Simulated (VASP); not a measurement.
# Al2Cu (P4/mmm) in VASP: notebook

The runs below take Al2Cu through single point, with PBE.

Everything below comes from runs of VASP 6.6.1. Logs are shortened: lines on timing, memory, paths and dates and some standing lists are left out, and cuts for length are marked.

## Step 1: The cell of the first run

The structure is tetragonal, space group P4/mmm (No. 123). The conventional cell has a = 4.105 Å, b = 4.105 Å, c = 2.891 Å, α = 90.00°, β = 90.00°, γ = 90.00°. Al (site symmetry mmm) has 4 Cu at 2.51 Å and 6 Al at 2.89 to 2.90 Å within 3.3 Å. Cu (site symmetry 4/mmm) has 8 Al at 2.51 Å and 2 Cu at 2.89 Å within 3.3 Å.

## Step 2: Single point, PBE

INCAR

```
PREC     = Accurate       # precision mode
ENCUT    = 520            # plane-wave cutoff, eV
EDIFF    = 1E-6           # SCF threshold, eV
ISMEAR   = 0              # smearing method
SIGMA    = 0.1            # smearing width, eV
LREAL    = F              # projectors in reciprocal space
LASPH    = T              # aspherical terms in the spheres
NELM     = 80             # most SCF steps
ALGO     = Fast           # electronic algorithm
ISIF     = 2              # what is computed and relaxed
LWAVE    = F              # write WAVECAR
LCHARG   = T              # write CHGCAR
GGA      = PE             # functional
LELF     = T              # ELF
LVHAR    = T            
NBANDS   = 16             # bands
```

KPOINTS

```
regular mesh
0
Gamma
  8 8 10
```

POSCAR

```
Al2Cu
1.0
    4.1051820000      0.0000000000      0.0000000000
    0.0000000000      4.1051820000      0.0000000000
    0.0000000000      0.0000000000      2.8913130000
Al Cu
2 1
Direct
    0.5000000000      0.0000000000      0.5000000000
    0.0000000000      0.5000000000      0.5000000000
    0.0000000000      0.0000000000      0.0000000000
```

Potentials or basis: VASP PAW PBE potentials, release 64 (Al, Cu).

Run with:

```sh
> cat potpaw_PBE.64/Al/POTCAR potpaw_PBE.64/Cu/POTCAR > POTCAR
> mpirun -np 1 vasp_std > vasp.out
```

OUTCAR:

```text
PREC = Accurate
   ENCUT = 520
   EDIFF = 1E-6
   ISMEAR = 0
   LREAL = F
   LASPH = T
   NELM = 80
   ISIF = 2
   GGA = PE

 ion  position               nearest neighbor table
   1  0.500  0.000  0.500-   3 2.51   3 2.51   3 2.51   3 2.51   2 2.90   2 2.90   2 2.90   2 2.90

   2  0.000  0.500  0.500-   3 2.51   3 2.51   3 2.51   3 2.51   1 2.90   1 2.90   1 2.90   1 2.90

   3  0.000  0.000  0.000-   1 2.51   2 2.51   1 2.51   2 2.51   2 2.51   2 2.51   1 2.51   1 2.51

  LATTYP: Found a simple tetragonal cell.
 ALAT       =     4.1051820000
 C/A-ratio  =     0.7043081159

  Lattice vectors:

 A1 = (   4.1051820000,   0.0000000000,   0.0000000000)
 A2 = (   0.0000000000,   4.1051820000,   0.0000000000)
 A3 = (   0.0000000000,   0.0000000000,   2.8913130000)

Analysis of symmetry for initial positions (statically):
=====================================================================
 Subroutine PRICEL returns:
 Original cell was already a primitive cell.

 Routine SETGRP: Setting up the symmetry group for a
 simple tetragonal supercell.

 Subroutine GETGRP returns: Found 16 space group operations
 (whereof 16 operations were pure point group operations)
 out of a pool of 16 trial point group operations.

The static configuration has the point symmetry D_4h.

Analysis of symmetry for dynamics (positions and initial velocities):
=====================================================================
 Subroutine PRICEL returns:
 Original cell was already a primitive cell.

 Routine SETGRP: Setting up the symmetry group for a
 simple tetragonal supercell.

 Subroutine GETGRP returns: Found 16 space group operations
 (whereof 16 operations were pure point group operations)
 out of a pool of 16 trial point group operations.

The dynamic configuration has the point symmetry D_4h.

 Subroutine INISYM returns: Found 16 space group operations
 (whereof 16 operations are pure point group operations),
 and found     1 'primitive' translations

----------------------------------------------------------------------------------------

                                     Primitive cell

  volume of cell :      48.7259

  direct lattice vectors                    reciprocal lattice vectors
     4.105182000  0.000000000  0.000000000     0.243594559  0.000000000  0.000000000
     0.000000000  4.105182000  0.000000000     0.000000000  0.243594559  0.000000000
     0.000000000  0.000000000  2.891313000     0.000000000  0.000000000  0.345863627

  length of vectors
     4.105182000  4.105182000  2.891313000     0.243594559  0.243594559  0.345863627

  position of ions in fractional coordinates (direct lattice)
     0.500000000  0.000000000  0.500000000
     0.000000000  0.500000000  0.500000000
     0.000000000  0.000000000  0.000000000

  ion indices of the primitive-cell ions
   primitive index   ion index
                 1           1
                 2           2
                 3           3

----------------------------------------------------------------------------------------

 KPOINTS: regular mesh

Automatic generation of k-mesh.
 Grid dimensions read from file:
 generate k-points for:    8    8   10

 Generating k-lattice:

  Cartesian coordinates                     Fractional coordinates (reciprocal lattice)
     0.030449320  0.000000000  0.000000000     0.125000000  0.000000000  0.000000000
     0.000000000  0.030449320  0.000000000     0.000000000  0.125000000  0.000000000
     0.000000000  0.000000000  0.034586363     0.000000000  0.000000000  0.100000000

  Length of vectors
     0.030449320  0.030449320  0.034586363

  Shift w.r.t. Gamma in fractional coordinates (k-lattice)
     0.000000000  0.000000000  0.000000000

 Subroutine IBZKPT returns following result:
 ===========================================

 Found     90 irreducible k-points:

 Following reciprocal coordinates:
            Coordinates               Weight
  0.000000  0.000000  0.000000      1.000000
  0.125000  0.000000  0.000000      4.000000
  0.250000  0.000000  0.000000      4.000000
  0.375000  0.000000  0.000000      4.000000
  0.500000  0.000000  0.000000      2.000000
  0.125000  0.125000  0.000000      4.000000
[... 16 lines left out ...]
  0.375000  0.125000  0.100000     16.000000
  0.500000  0.125000  0.100000      8.000000
 [... further k-points ...]
   k-points           NKPTS =     90   k-points in BZ     NKDIM =     90   number of bands    NBANDS=     16
   number of dos      NEDOS =    301   number of ions     NIONS =      3
   total plane-waves  NPLWV =  24576
   dimension x,y,z NGX =    32 NGY =   32 NGZ =   24
   dimension x,y,z NGXF=    64 NGYF=   64 NGZF=   48
   ions per type =               2   1
   NGX,Y,Z   is equivalent  to a cutoff of  12.96, 12.96, 13.80 a.u.
   NGXF,Y,Z  is equivalent  to a cutoff of  25.92, 25.92, 27.60 a.u.
 SYSTEM =  unknown system
   PREC   = accura    normal or accurate (medium, high low for compatibility)
   ISTART =      0    job   : 0-new  1-cont  2-samecut
   ICHARG =      2    charge: 1-file 2-atom 10-const
   ISPIN  =      1    spin polarized calculation?
   LNONCOLLINEAR =      F non collinear calculations
   LSORBIT =      F    spin-orbit coupling
   LASPH  =      T    aspherical Exc in radial PAW
   ENCUT  =  520.0 eV  38.22 Ry    6.18 a.u.   7.63  7.63  5.38*2*pi/ulx,y,z
   NELM   =     80;   NELMIN=  2; NELMDL= -5     # of ELM steps
   EDIFF  = 0.1E-05   stopping-criterion for ELM
   LREAL  =      F    real-space projection
   EDIFFG = 0.1E-04   stopping-criterion for IOM
   NSW    =      0    number of steps for IOM
   IBRION =     -1    ionic relax: 0-MD 1-quasi-New 2-CG
   NFREE  =      0    steps in history (QN), initial steepest desc. (CG)
   ISIF   =      2    stress and relaxation
   ISYM   =      2    0-nonsym 1-usesym 2-fastsym
   POTIM  = 0.5000    time-step for ionic-motion
   TEBEG  =    0.0;   TEEND  =   0.0 temperature during run
   PSTRESS=    0.0 pullay stress
   NELECT =      17.0000    total number of electrons
   NUPDOWN=      -1.0000    fix difference up-down
   EMIN   =  10.00;   EMAX   =-10.00  energy-range for DOS
   EFERMI =   0.00;   METHOD = LEGACY
   ISMEAR =     0;   SIGMA  =   0.10  broadening in eV -4-tet -1-fermi 0-gaus
   EFERMI_NEDOS =   21; number of points for ismear=-14 and -15
   IALGO  =     68    algorithm
   IMIX   =      4    mixing-type and parameters
     AMIX     =   0.40;   BMIX     =  1.00
     AMIX_MAG =   1.60;   BMIX_MAG =  1.00
  volume/ion in A,a.u.               =      16.24       109.61
  Fermi-wavevector in a.u.,A,eV,Ry     =   1.152492  2.177894 18.071765  1.328237
  Thomas-Fermi vector in A             =   2.289142
   LORBIT       =      0    0 simple, 1 ext, 2 COOP (PROOUT), +10 PAW based schemes
   GGA     = PE    functional components
   LHFCALC =     F    Hartree Fock is set to
   AEXX    =    0.0000 exact exchange contribution
   IVDW    =     0    specifies the selected vdW correction
   LEPSILON=     F    determine dielectric tensor
   LRPA    =     F    only Hartree local field effects (RPA)
 non-spin polarized calculation
 RMM-DIIS sequential band-by-band and
 Gauss-broadening in eV      SIGMA  =   0.10
  energy-cutoff  :      520.00
  volume of cell :       48.73
 maximum number of plane-waves:      1339
 NGX is ok and might be reduce to    32
   NGX = 15   NGY = 15   NGZ = 11

 number of electron      16.9999979 magnetization

 Free energy of the ion-electron system (eV)
  ---------------------------------------------------
  ext. energy  EPLUGINS =         0.00000000
  ---------------------------------------------------
  free energy    TOTEN  =       -11.28188503 eV

  energy without entropy =      -11.27518451  energy(sigma->0) =      -11.27853477

 E-fermi :   7.0380     XC(G=0): -10.3881

 val. band max:        7.0243299908   @ k =   0.1250   0.0000   0.3000
 cond. band min:       7.0409160968   @ k =   0.0000   0.0000   0.0000
 fundamental gap:      0.0165861060
 Fermi energy:         7.0379632126

 k-point     1 :       0.0000    0.0000    0.0000
  band No.  band energies     occupation
      1      -3.3717      2.00000
      2       1.7563      2.00000
      3       2.2789      2.00000
      4       2.9191      2.00000
      5       3.1178      2.00000
      6       3.1178      2.00000
[... 8 lines left out ...]
     15      14.2584      0.00000
     16      19.5175      0.00000

 k-point     2 :       0.1250    0.0000    0.0000
  band No.  band energies     occupation
      1      -3.2402      2.00000
      2       1.6698      2.00000
      3       2.2482      2.00000
      4       2.8809      2.00000
      5       3.1129      2.00000
      6       3.1185      2.00000
[... 8 lines left out ...]
     15      15.8654      0.00000
     16      19.0245      0.00000

 k-point     3 :       0.2500    0.0000    0.0000
  band No.  band energies     occupation
      1      -2.8550      2.00000
      2       1.1443      2.00000
      3       2.1980      2.00000
      4       2.8014      2.00000
      5       3.1013      2.00000
      6       3.1202      2.00000
[... 8 lines left out ...]
     15      17.9594      0.00000
     16      18.1453      0.00000

 k-point     4 :       0.3750    0.0000    0.0000
  band No.  band energies     occupation
      1      -2.2655      2.00000
      2       0.1562      2.00000
      3       2.2004      2.00000
      4       2.7346      2.00000
      5       2.8963      2.00000
      6       3.0897      2.00000
[... 8 lines left out ...]
     15      16.8837      0.00000
     16      18.8906      0.00000
[... 324 lines left out ...]
 k-point    22 :       0.2500    0.1250    0.1000
  band No.  band energies     occupation
      1      -2.5435      2.00000
      2       1.3030      2.00000
      3       2.1932      2.00000
      4       2.7515      2.00000
      5       2.9022      2.00000
      6       2.9724      2.00000
[... 8 lines left out ...]
     15      16.7702      0.00000
     16      18.2801      0.00000

 k-point    23 :       0.3750    0.1250    0.1000
  band No.  band energies     occupation
      1      -1.9526      2.00000
      2       0.3910      2.00000
      3       2.2133      2.00000
      4       2.7009      2.00000
      5       2.8742      2.00000
      6       2.9801      2.00000
[... 8 lines left out ...]
     15      17.9526      0.00000
     16      18.9660      0.00000

 k-point    24 :       0.5000    0.1250    0.1000
  band No.  band energies     occupation
      1      -1.4929      2.00000
      2      -0.2340      2.00000
      3       2.2388      2.00000
      4       2.6810      2.00000
      5       2.8753      2.00000
      6       2.9840      2.00000
[... 8 lines left out ...]
     15      17.0297      0.00000
     16      18.9868      0.00000

 [... further k-points ...]
[... 5 lines left out ...]
  --------------------------------------------------------------------------------------
  -------------------------------------------------------------------------------------
  Total        0.0720278      0.0720278      0.3915121      0.0000000      0.0000000      0.0000000
  in kB        2.3683760      2.3683760     12.8734757      0.0000000      0.0000000      0.0000000
  external PRESSURE =       5.8700759 kB  Pullay stress =       0.0000000 kB

 VOLUME and BASIS-vectors are now :
 -----------------------------------------------------------------------------
  energy-cutoff  :      520.00
  volume of cell :       48.73
      direct lattice vectors                 reciprocal lattice vectors
     4.105182000  0.000000000  0.000000000     0.243594559  0.000000000  0.000000000
     0.000000000  4.105182000  0.000000000     0.000000000  0.243594559  0.000000000
     0.000000000  0.000000000  2.891313000     0.000000000  0.000000000  0.345863627

 POSITION                                       TOTAL-FORCE (eV/Angst)
 -----------------------------------------------------------------------------------
      2.05259      0.00000      1.44566         0.000000      0.000000      0.000000
      0.00000      2.05259      1.44566         0.000000      0.000000      0.000000
      0.00000      0.00000      0.00000         0.000000      0.000000      0.000000
 -----------------------------------------------------------------------------------
    total drift:                                0.000000     -0.000000      0.000000

  FREE ENERGIE OF THE ION-ELECTRON SYSTEM (eV)
  ---------------------------------------------------
  free  energy   TOTEN  =       -11.2818850266 eV

  energy  without entropy=      -11.2751845116  energy(sigma->0) =      -11.27853477
```

Wall time 59 s (1 thread of Intel Xeon Platinum 8259CL at 2.50GHz (Skylake/Cascade Lake), shared host); peak memory 0.2 GiB.

What came out:

| Item | Value |
| --- | --- |
| Free energy | -11.2819 eV |
| Pressure | 0.6 GPa |

Levels at points of the mesh, in eV from the Fermi level:
```tsv
k point	band 5	band 6	band 7	band 8	band 9	band 10	band 11	band 12	band 13	band 14
(0.00, 0.00, 0.00)	-3.92	-3.92	-2.26	-2.26	0.00	1.02	6.07	6.28	6.28	7.14
(0.50, 0.00, 0.00)	-4.18	-3.95	-3.92	-0.94	1.66	1.85	2.02	7.46	8.49	9.30
(0.50, 0.50, 0.00)	-4.23	-4.06	-3.95	-3.95	-2.31	8.64	8.64	9.41	9.98	10.20
(0.00, 0.00, 0.50)	-4.63	-3.94	-2.89	2.61	2.61	2.61	2.89	2.89	3.25	3.71
(0.50, 0.00, 0.50)	-4.02	-3.99	-2.93	-2.36	-1.61	3.74	4.13	4.44	5.04	6.11
(0.50, 0.50, 0.50)	-3.78	-3.36	-2.14	-2.14	-0.81	-0.74	0.00	0.00	2.53	11.70
```

(Continued in part 2 of 2.)
